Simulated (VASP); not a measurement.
Set up this calculation in VASP 6.6.1, as the native input.

| Item | Value |
| --- | --- |
| Task | single point |
| Functional | PBEsol |
| Potentials or basis | VASP PAW PBE potentials, release 64 (Al, Ni) |
| Cutoff | 520 eV |
| k mesh | 20 × 20 × 7 |
| Occupations | gaussian, width 0.15 eV |
| Spin | no spin polarisation |
| Dipole correction | no |
| Further INCAR settings | ALGO = Fast; EDIFF = 1e-06; NBANDS = 28 |

The structure of AlNi lies in POSCAR:

```
AlNi
1.0
    0.0000000000     -2.8621655562      0.0000000000
    0.0000000000      0.0000000000     -2.8621655562
    8.5864966686      0.0000000000      0.0000000000
Al Ni
3 3
Direct
    1.0000000000      0.0000000000      0.3333333333
    1.0000000000      0.0000000000      0.6666666667
    1.0000000000      0.0000000000      0.0000000000
    0.5000000000      0.5000000000      0.1666666667
    0.5000000000      0.5000000000      0.5000000000
    0.5000000000      0.5000000000      0.8333333333
```

The input as run:

INCAR

```
ALGO = Fast
EDIFF = 1E-6
ENCUT = 520
GGA = PS
ISIF = 2
ISMEAR = 0
LASPH = T
LCHARG = F
LREAL = F
LWAVE = F
NBANDS = 28
NELM = 100
PREC = Accurate
SIGMA = 0.15
```

KPOINTS

```
k-points
0
Gamma
  20 20 7
```

Potentials or basis: VASP PAW PBE potentials, release 64 (Al, Ni).

Launch:

```sh
$ cat potpaw_PBE.64/Al/POTCAR potpaw_PBE.64/Ni/POTCAR > POTCAR
$ mpirun -np 1 vasp_std > vasp.out
```

It gave:

The pressure is 0.4 GPa.

Caveat: the PAW data sets were made with another functional, which shifts forces and pressure a little.

It took 7.6 min on 1 thread of Intel(R) Xeon(R) Platinum 8259CL CPU @ 2.50GHz (Skylake/Cascade Lake) (shared host), peak memory 0.51 GiB.
